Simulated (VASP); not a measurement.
# BF in VASP: a series of runs

BF is run at these levels: PBE; tasks: single point.

All numbers are computed with VASP 6.6.1; they aren't measurements. Logs are shortened: lines on timing, memory, paths and dates and some standing lists are left out, and cuts for length are marked.

## (1) The cell of the first run

It takes space group P6/mmm (No. 191, hexagonal). Conventional cell: a = 2.248 Å, b = 2.248 Å, c = 3.205 Å, α = 90.00°, β = 90.00°, γ = 120.00°. Within 2.1 Å of B (site symmetry 6/mmm) lie 2 F at 1.60 Å. F (site symmetry 6/mmm) has 2 B at 1.60 Å within 2.1 Å.

## (2) Single point, PBE

The input, INCAR:

```
PREC = Accurate
ENCUT = 600
EDIFF = 1E-6
ISMEAR = 0
SIGMA = 0.2
LREAL = False
LASPH = True
NELM = 120
ALGO = Normal
ISIF = 2
LWAVE = False
LCHARG = True
GGA = PE
LELF = True
LVHAR = True
NBANDS = 12
GGA_COMPAT = False
```

The input, KPOINTS:

```
regular mesh
0
Gamma
  8 8 8
```

The input, POSCAR:

```
BF
1.0
    2.2479149131      0.0000000022      0.0000000000
   -1.1239574585      1.9467514192      0.0000000000
    0.0000000000      0.0000000000      3.2048413804
B F
1 1
Direct
    0.0000000000      0.0000000000      0.0000000000
    0.0000000000      0.0000000000      0.5000000000
```

Potentials or basis: VASP PAW PBE potentials, release 64 (B, F).

The run is started by

```console
> cat potpaw_PBE.64/B/POTCAR potpaw_PBE.64/F/POTCAR > POTCAR
> mpirun -np 1 vasp_std > vasp.out
```

OUTCAR:

```text
PREC = Accurate
   ENCUT = 600
   EDIFF = 1E-6
   ISMEAR = 0
   LREAL = False
   LASPH = True
   NELM = 120
   ISIF = 2
   GGA = PE

 ion  position               nearest neighbor table
   1  0.000  0.000  0.000-   2 1.60   2 1.60
   2  0.000  0.000  0.500-   1 1.60   1 1.60

  LATTYP: Found a hexagonal cell.
 ALAT       =     2.2479149131
 C/A-ratio  =     1.4256951461

  Lattice vectors:

 A1 = (   2.2479149131,   0.0000000022,   0.0000000000)
 A2 = (  -1.1239574585,   1.9467514192,   0.0000000000)
 A3 = (   0.0000000000,   0.0000000000,   3.2048413804)

Analysis of symmetry for initial positions (statically):
=====================================================================
 Subroutine PRICEL returns:
 Original cell was already a primitive cell.

 Routine SETGRP: Setting up the symmetry group for a
 hexagonal supercell.

 Subroutine GETGRP returns: Found 24 space group operations
 (whereof 24 operations were pure point group operations)
 out of a pool of 24 trial point group operations.

The static configuration has the point symmetry D_6h.

Analysis of symmetry for dynamics (positions and initial velocities):
=====================================================================
 Subroutine PRICEL returns:
 Original cell was already a primitive cell.

 Routine SETGRP: Setting up the symmetry group for a
 hexagonal supercell.

 Subroutine GETGRP returns: Found 24 space group operations
 (whereof 24 operations were pure point group operations)
 out of a pool of 24 trial point group operations.

The dynamic configuration has the point symmetry D_6h.

 Subroutine INISYM returns: Found 24 space group operations
 (whereof 24 operations are pure point group operations),
 and found     1 'primitive' translations

----------------------------------------------------------------------------------------

                                     Primitive cell

  volume of cell :      14.0248

  direct lattice vectors                    reciprocal lattice vectors
     2.247914913  0.000000002  0.000000000     0.444856695  0.256838133  0.000000000
    -1.123957459  1.946751419  0.000000000    -0.000000001  0.513676266  0.000000000
     0.000000000  0.000000000  3.204841380     0.000000000  0.000000000  0.312027923

  length of vectors
     2.247914913  2.247914913  3.204841380     0.513676266  0.513676266  0.312027923

  position of ions in fractional coordinates (direct lattice)
     0.000000000  0.000000000  0.000000000
     0.000000000  0.000000000  0.500000000

  ion indices of the primitive-cell ions
   primitive index   ion index
                 1           1
                 2           2

----------------------------------------------------------------------------------------

 KPOINTS: regular mesh

Automatic generation of k-mesh.
 Grid dimensions read from file:
 generate k-points for:    8    8    8

 Generating k-lattice:

  Cartesian coordinates                     Fractional coordinates (reciprocal lattice)
     0.055607087  0.032104767  0.000000000     0.125000000  0.000000000  0.000000000
    -0.000000000  0.064209533  0.000000000     0.000000000  0.125000000  0.000000000
     0.000000000  0.000000000  0.039003490     0.000000000  0.000000000  0.125000000

  Length of vectors
     0.064209533  0.064209533  0.039003490

  Shift w.r.t. Gamma in fractional coordinates (k-lattice)
     0.000000000  0.000000000  0.000000000

 Subroutine IBZKPT returns following result:
 ===========================================

 Found     50 irreducible k-points:

 Following reciprocal coordinates:
            Coordinates               Weight
  0.000000  0.000000  0.000000      1.000000
  0.125000  0.000000  0.000000      6.000000
  0.250000  0.000000  0.000000      6.000000
  0.375000  0.000000  0.000000      6.000000
  0.500000  0.000000  0.000000      3.000000
  0.125000  0.125000  0.000000      6.000000
[... 16 lines left out ...]
  0.250000  0.000000  0.250000     12.000000
  0.375000  0.000000  0.250000     12.000000
 [... further k-points ...]
   k-points           NKPTS =     50   k-points in BZ     NKDIM =     50   number of bands    NBANDS=     12
   number of dos      NEDOS =    301   number of ions     NIONS =      2
   total plane-waves  NPLWV =   9072
   dimension x,y,z NGX =    18 NGY =   18 NGZ =   28
   dimension x,y,z NGXF=    36 NGYF=   36 NGZF=   56
   ions per type =               1   1
   NGX,Y,Z   is equivalent  to a cutoff of  13.31, 13.31, 14.52 a.u.
   NGXF,Y,Z  is equivalent  to a cutoff of  26.62, 26.62, 29.05 a.u.
 SYSTEM =  unknown system
   PREC   = accura    normal or accurate (medium, high low for compatibility)
   ISTART =      0    job   : 0-new  1-cont  2-samecut
   ICHARG =      2    charge: 1-file 2-atom 10-const
   ISPIN  =      1    spin polarized calculation?
   LNONCOLLINEAR =      F non collinear calculations
   LSORBIT =      F    spin-orbit coupling
   LASPH  =      T    aspherical Exc in radial PAW
   ENCUT  =  600.0 eV  44.10 Ry    6.64 a.u.   4.49  4.49  6.40*2*pi/ulx,y,z
   NELM   =    120;   NELMIN=  2; NELMDL= -5     # of ELM steps
   EDIFF  = 0.1E-05   stopping-criterion for ELM
   LREAL  =      F    real-space projection
   EDIFFG = 0.1E-04   stopping-criterion for IOM
   NSW    =      0    number of steps for IOM
   IBRION =     -1    ionic relax: 0-MD 1-quasi-New 2-CG
   NFREE  =      0    steps in history (QN), initial steepest desc. (CG)
   ISIF   =      2    stress and relaxation
   ISYM   =      2    0-nonsym 1-usesym 2-fastsym
   POTIM  = 0.5000    time-step for ionic-motion
   TEBEG  =    0.0;   TEEND  =   0.0 temperature during run
   PSTRESS=    0.0 pullay stress
   NELECT =      10.0000    total number of electrons
   NUPDOWN=      -1.0000    fix difference up-down
   EMIN   =  10.00;   EMAX   =-10.00  energy-range for DOS
   EFERMI =   0.00;   METHOD = LEGACY
   ISMEAR =     0;   SIGMA  =   0.20  broadening in eV -4-tet -1-fermi 0-gaus
   EFERMI_NEDOS =   21; number of points for ismear=-14 and -15
   IALGO  =     38    algorithm
   IMIX   =      4    mixing-type and parameters
     AMIX     =   0.40;   BMIX     =  1.00
     AMIX_MAG =   1.60;   BMIX_MAG =  1.00
  volume/ion in A,a.u.               =       7.01        47.32
  Fermi-wavevector in a.u.,A,eV,Ry     =   1.462545  2.763809 29.103371  2.139037
  Thomas-Fermi vector in A             =   2.578746
   LORBIT       =      0    0 simple, 1 ext, 2 COOP (PROOUT), +10 PAW based schemes
   GGA     = PE    functional components
   LHFCALC =     F    Hartree Fock is set to
   AEXX    =    0.0000 exact exchange contribution
   IVDW    =     0    specifies the selected vdW correction
   LEPSILON=     F    determine dielectric tensor
   LRPA    =     F    only Hartree local field effects (RPA)
 non-spin polarized calculation
 Gauss-broadening in eV      SIGMA  =   0.20
  energy-cutoff  :      600.00
  volume of cell :       14.02
 maximum number of plane-waves:       488
 NGX is ok and might be reduce to    18
   NGX =  9   NGY =  9   NGZ = 13

 number of electron      10.0000012 magnetization

 Free energy of the ion-electron system (eV)
  ---------------------------------------------------
  ext. energy  EPLUGINS =         0.00000000
  ---------------------------------------------------
  free energy    TOTEN  =        -9.00335415 eV

  energy without entropy =       -9.00137174  energy(sigma->0) =       -9.00236295

 E-fermi :   6.0056     XC(G=0): -12.2066

 val. band max:        5.8906479106   @ k =   0.3750   0.2500   0.0000
 cond. band min:       6.1261365682   @ k =   0.3750   0.2500   0.5000
 fundamental gap:      0.2354886576
 Fermi energy:         6.0056078114

 k-point     1 :       0.0000    0.0000    0.0000
  band No.  band energies     occupation
      1     -20.9440      2.00000
      2      -5.2167      2.00000
      3      -2.2534      2.00000
      4       2.8847      2.00000
      5       2.8847      2.00000
      6      16.3675      0.00000
      7      17.8803      0.00000
      8      17.8803      0.00000
      9      22.7830      0.00000
     10      32.1870      0.00000
     11      32.1870      0.00000
     12      33.3390      0.00000

 k-point     2 :       0.1250    0.0000    0.0000
  band No.  band energies     occupation
      1     -20.6797      2.00000
      2      -4.9637      2.00000
      3      -2.0903      2.00000
      4       2.2807      2.00000
      5       2.7025      2.00000
      6      16.4738      0.00000
      7      16.4967      0.00000
      8      17.1822      0.00000
      9      23.6878      0.00000
     10      28.4632      0.00000
     11      30.7295      0.00000
     12      33.9291      0.00000

 k-point     3 :       0.2500    0.0000    0.0000
  band No.  band energies     occupation
      1     -19.9836      2.00000
      2      -4.3124      2.00000
      3      -2.1904      2.00000
      4       1.6424      2.00000
      5       2.2787      2.00000
      6      13.0256      0.00000
      7      15.8505      0.00000
      8      16.9144      0.00000
      9      24.3354      0.00000
     10      26.2824      0.00000
     11      27.2703      0.00000
     12      37.1669      0.00000
[... 286 lines left out ...]
 k-point    23 :       0.2500    0.0000    0.2500
  band No.  band energies     occupation
      1     -19.9315      2.00000
      2      -5.8279      2.00000
      3      -0.6163      2.00000
      4       2.3831      2.00000
      5       2.5671      2.00000
      6      12.1320      0.00000
      7      15.3508      0.00000
      8      15.6715      0.00000
      9      24.0772      0.00000
     10      26.3773      0.00000
     11      29.5920      0.00000
     12      33.0549      0.00000

 k-point    24 :       0.3750    0.0000    0.2500
  band No.  band energies     occupation
      1     -19.1629      2.00000
      2      -4.4801      2.00000
      3      -2.4004      2.00000
      4       1.9983      2.00000
      5       2.9345      2.00000
      6       9.2750      0.00000
      7      14.2537      0.00000
      8      16.5292      0.00000
      9      22.8138      0.00000
     10      24.1202      0.00000
     11      29.5122      0.00000
     12      31.6973      0.00000

 [... further k-points ...]

------------------------ aborting loop because EDIFF is reached ----------------------------------------

  FORCE on cell =-STRESS in cart. coord.  units (eV):
  Direction    XX          YY          ZZ          XY          YZ          ZX
  --------------------------------------------------------------------------------------
  -------------------------------------------------------------------------------------
  Total       -0.0475598     -0.0475598      0.0584471      0.0000000      0.0000000     -0.0000000
  in kB       -5.4331731     -5.4331731      6.6769264      0.0000000      0.0000000     -0.0000000
  external PRESSURE =      -1.3964733 kB  Pullay stress =       0.0000000 kB

 VOLUME and BASIS-vectors are now :
 -----------------------------------------------------------------------------
  energy-cutoff  :      600.00
  volume of cell :       14.02
      direct lattice vectors                 reciprocal lattice vectors
     2.247914913  0.000000002  0.000000000     0.444856695  0.256838133  0.000000000
    -1.123957459  1.946751419  0.000000000    -0.000000001  0.513676266  0.000000000
     0.000000000  0.000000000  3.204841380     0.000000000  0.000000000  0.312027923

 POSITION                                       TOTAL-FORCE (eV/Angst)
 -----------------------------------------------------------------------------------
      0.00000      0.00000      0.00000         0.000000      0.000000      0.000000
      0.00000      0.00000      1.60242        -0.000000      0.000000      0.000000
 -----------------------------------------------------------------------------------
    total drift:                               -0.000000      0.000000      0.000000

  FREE ENERGIE OF THE ION-ELECTRON SYSTEM (eV)
  ---------------------------------------------------
  free  energy   TOTEN  =        -9.0033541506 eV

  energy  without entropy=       -9.0013717437  energy(sigma->0) =       -9.00236295
```

It took 12 s on 1 thread of Intel Xeon 8259CL, shared host; peak memory 0.12 GiB.

Results:

| Property | Result |
| --- | --- |
| Free energy | -9.0034 eV |
| Pressure | -0.1 GPa |
| Band gap on the k mesh | 0.24 eV, indirect (least direct gap 1.40 eV) |

Levels at points of the mesh, in eV from the valence-band top:
```csv
k point,band 1,band 2,band 3,band 4,band 5,band 6,band 7,band 8,band 9,band 10
"(0.00, 0.00, 0.00)",-26.83,-11.11,-8.14,-3.01,-3.01,10.48,11.99,11.99,16.89,26.30
"(0.50, 0.00, 0.00)",-24.69,-9.81,-9.16,-4.18,-1.26,0.53,8.54,13.13,13.97,16.94
"(0.00, 0.00, 0.50)",-26.66,-14.19,-2.85,-2.85,-1.16,4.21,11.16,11.16,16.50,28.38
"(0.50, 0.00, 0.50)",-24.70,-9.72,-8.43,-4.41,-3.91,4.61,7.42,8.29,17.42,18.89
```

A k mesh can miss the band edges.

## (3) Single point, PBE

The input, INCAR:

```
SYSTEM = BF
PREC     = Accurate       ! precision mode
ENCUT    = 600            ! plane-wave cutoff, eV
EDIFF    = 1E-6           ! SCF threshold, eV
ISMEAR   = 0              ! smearing method
SIGMA    = 0.2            ! smearing width, eV
LREAL    = .False.        ! projectors in reciprocal space
LASPH    = .True.         ! aspherical terms in the spheres
NELM     = 120            ! most SCF steps
ALGO     = Normal         ! electronic algorithm
ISIF     = 2              ! what is computed and relaxed
LWAVE    = .False.        ! write WAVECAR
LCHARG   = .False.        ! write CHGCAR
GGA      = PE             ! functional
NBANDS   = 12             ! bands
GGA_COMPAT= .False.
```

The input, KPOINTS:

```
Automatic mesh
0
Gamma
  5 9 9
  0 0 0
```

The input, POSCAR:

```
BF
1.0
    3.2037070599      0.0000000000      0.0000000000
    0.0000000000      1.9449024849      1.1255896128
    0.0000000000     -1.9449024849      1.1255896128
B F
1 1
Direct
    0.0000000000      0.6565843673      0.6565843673
    0.5000000000      0.6565836227      0.6565836227
```

Potentials or basis: VASP PAW PBE potentials, release 64 (B, F).

The run is started by

```console
> cat potpaw_PBE.64/B/POTCAR potpaw_PBE.64/F/POTCAR > POTCAR
> mpirun -np 1 vasp_std > vasp.out
```

Run time: 18 s. Hardware: 1 thread of Intel Xeon 8259CL, shared host; peak memory 0.13 GiB.

The run converged. Its results:

```
Free energy            : -9.0183 eV
Pressure               : -0.2 GPa
Band gap on the k mesh : zero (band 5 reaches 6.87 eV, above the bottom of band 6 at 4.68 eV)
```

Stress tensor (GPa, compression positive):
```
 0.29  0.00  0.00
 0.00 -0.13  0.00
 0.00  0.00 -0.68
```

Levels at points of the mesh, in eV from the Fermi level:
| k point | band 3 | band 4 | band 5 | band 6 | band 7 | band 8 |
| --- | --- | --- | --- | --- | --- | --- |
| (0.00, 0.00, 0.00) | -8.17 | -3.08 | -3.06 | 10.45 | 11.93 | 11.97 |

Caveat: the k points lie up to 0.39 Å⁻¹ apart.
